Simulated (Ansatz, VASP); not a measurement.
# Two plane-wave programs on Zr

```
CELL_PARAMETERS angstrom
3.22056 0.00000 0.00000
-1.61028 2.78909 0.00000
0.00000 0.00000 15.58453
ATOMIC_POSITIONS crystal
Zr 0.00000 0.00000 0.00000
Zr 0.33333 0.66667 0.16723
Zr 0.66667 0.33333 0.33277
Zr 0.00000 0.00000 0.50000
Zr 0.66667 0.33333 0.66723
Zr 0.33333 0.66667 0.83277
```

Alike in both runs: functional PBE; k mesh 18 × 18 × 3; occupations gaussian, width 0.1 eV; no spin polarisation.

Ansatz relaxed the structure, and its values are those at the end. VASP's run is a single point on that final structure, the one shown.

```csv
,VASP,Ansatz
version,VASP 6.6.1,Ansatz 0.2.0
potentials or method,"VASP PAW PBE potentials, release 64 (Zr_sv), cutoff 520 eV","scalar-relativistic, plane waves, PAW"
valence electrons in the cell,72,72
```

|  | VASP | Ansatz | Ansatz less VASP |
| --- | --- | --- | --- |
| gap on the k mesh at the Fermi level (eV) | none | none | - |
| pressure (GPa) | 0.0 | 0.0 | -0.02 |

A gap of «none» marks a metal or a gap that the smearing closes. The functional is the same, so the differences come from potentials, cutoffs and numerics.
